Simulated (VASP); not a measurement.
# TaN: single point with BLYP

Crystal: TaN.

```
CELL_PARAMETERS angstrom
0.00000 2.21132 2.21132
2.21132 0.00000 2.21132
2.21132 2.21132 0.00000
ATOMIC_POSITIONS crystal
Ta 0.50000 0.50000 0.50000
N 0.00000 0.00000 0.00000
```

```json
{
  "Program": "VASP 6.6.1",
  "Task": "single point",
  "Functional": "BLYP",
  "Potentials or basis": "VASP PAW PBE potentials, release 64 (Ta_pv, N)",
  "Cutoff": "520 eV",
  "k mesh": "10 × 10 × 10",
  "Occupations": "fermi-dirac, width 0.05 eV",
  "Spin": "no spin polarisation",
  "Dipole correction": "no",
  "Further INCAR settings": "ALGO = Normal; EDIFF = 1e-06; NBANDS = 15"
}
```

| Quantity | Value |
| --- | --- |
| Pressure | 12.3 GPa |
| Band gap on the k mesh | zero (band 8 reaches 11.62 eV, above the bottom of band 9 at 7.81 eV) |

Levels at points of the mesh, in eV from the Fermi level:
| k point | band 6 | band 7 | band 8 | band 9 | band 10 | band 11 |
| --- | --- | --- | --- | --- | --- | --- |
| (0.00, 0.00, 0.00) | -3.80 | -3.80 | -2.07 | -2.07 | -2.07 | 0.03 |
| (0.50, 0.00, 0.00) | -7.46 | -7.46 | 1.73 | 1.73 | 1.86 | 4.17 |
| (0.50, 0.50, 0.00) | -5.25 | -4.58 | -4.58 | 1.99 | 3.29 | 3.29 |

It took 28 s on 1 thread of AMD EPYC 7R43 64-Core Processor (Zen 3), on a shared host, peak memory 0.11 GiB.

Caveat: the PAW data sets were made with another functional, which shifts forces and pressure a little; spin-orbit coupling is left out, which moves the levels of the heavy elements.
